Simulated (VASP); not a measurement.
Input of a VASP 6.6.1 run:

File INCAR:

```
SYSTEM = Au
  ALGO = Fast
  EDIFF = 1E-7
  ENCUT = 520
  GGA = PS
  ISIF = 2
  ISMEAR = 0
  LASPH = .TRUE.
  LCHARG = .TRUE.
  LELF = .TRUE.
  LREAL = .FALSE.
  LVHAR = .TRUE.
  LWAVE = .FALSE.
  NBANDS = 18
  NELM = 100
  PREC = Accurate
  SIGMA = 0.15
```

The input KPOINTS:

```
k-points
0
G
  18 18 10
  0 0 0
```

Contents of POSCAR:

```
Au
1.0
    2.8999984104      0.0000000000      0.0000000000
   -1.4499992052      2.5114722944      0.0000000000
    0.0000000000      0.0000000000      4.8800000000
Au
2
Direct
    0.1333663925      0.5770777827      0.7500000000
    0.6666666667      0.3333333333      0.2500000000
```

Potentials or basis: VASP PAW PBE potentials, release 64 (Au).

Launch:

```bash
$ cat potpaw_PBE.64/Au/POTCAR > POTCAR
$ mpirun -np 1 vasp_std > vasp.out
```

**Question.** Estimate the pressure.

**Answer.** -3.8 GPa.

**Question.** Estimate the largest force.

**Answer.** 0.482 eV/Å.

Stress tensor (GPa, compression positive):
```
-6.24  0.61  0.00
 0.61 -6.82  0.00
 0.00  0.00  1.58
```

Caveat: the cell differs from its parent crystal (atom 1 (Au) moved by (-0.450, -0.225) A along x and y); the PAW data sets were made with another functional, which shifts forces and pressure a little.
